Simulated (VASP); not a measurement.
Runs of VASP 6.6.1 on Al7Cu. The structure is that of space group Fm-3m (No. 225), or close to it. The cells are those of the table. 

```csv
task,cell,k mesh,cutoff (eV),smearing,gap on the mesh (eV),pressure (GPa)
single point,"a = 5.513 Å, angles 60.0°, 8 atoms",8 × 8 × 8,520,gaussian 0.1 eV,none,6.2
single point,"a = 5.621 Å, angles 60.0°, 8 atoms",4 × 4 × 4,520,gaussian 0.1 eV,none,0.1
single point,"a = 5.571 Å, angles 60.0°, 8 atoms",8 × 8 × 8,520,gaussian 0.1 eV,none,2.8
single point,"a = 5.810 Å, angles 60.0°, 8 atoms",8 × 8 × 8,520,gaussian 0.1 eV,none,(b)
single point,"a = 5.684 Å, angles 60.0°, 8 atoms",8 × 8 × 8,520,gaussian 0.1 eV,none,(a)
single point,"a = 5.628 Å, angles 60.0°, 8 atoms",8 × 8 × 8,520,gaussian 0.1 eV,none,0.1
single point,"a = 5.513 Å, angles 60.0°, 8 atoms",4 × 4 × 4,520,gaussian 0.1 eV,none,6.0
single point,"a = 5.454 Å, angles 60.0°, 8 atoms",8 × 8 × 8,520,gaussian 0.1 eV,none,10.1
single point,"a = 5.739 Å, angles 60.0°, 8 atoms",8 × 8 × 8,520,gaussian 0.1 eV,none,-4.4
single point,"a = 5.624, b = 5.624, c = 5.625 Å, angles 60.0°, 8 atoms",6 × 6 × 6,520,gaussian 0.2 eV,none,0.0
relaxation of cell and atoms,"relaxed from a = 5.621 Å, angles 60.0°, 8 atoms",8 × 8 × 8,600,gaussian 0.1 eV,none,0.0
```

Alike in all rows: level PBE; potentials or basis VASP PAW PBE potentials, release 64 (Al, Cu); no spin polarisation.

Question: Estimate the missing entries.

Answer: (a) -2.3; (b) -6.5.

A gap of «none» marks levels without a gap at the run's occupations.
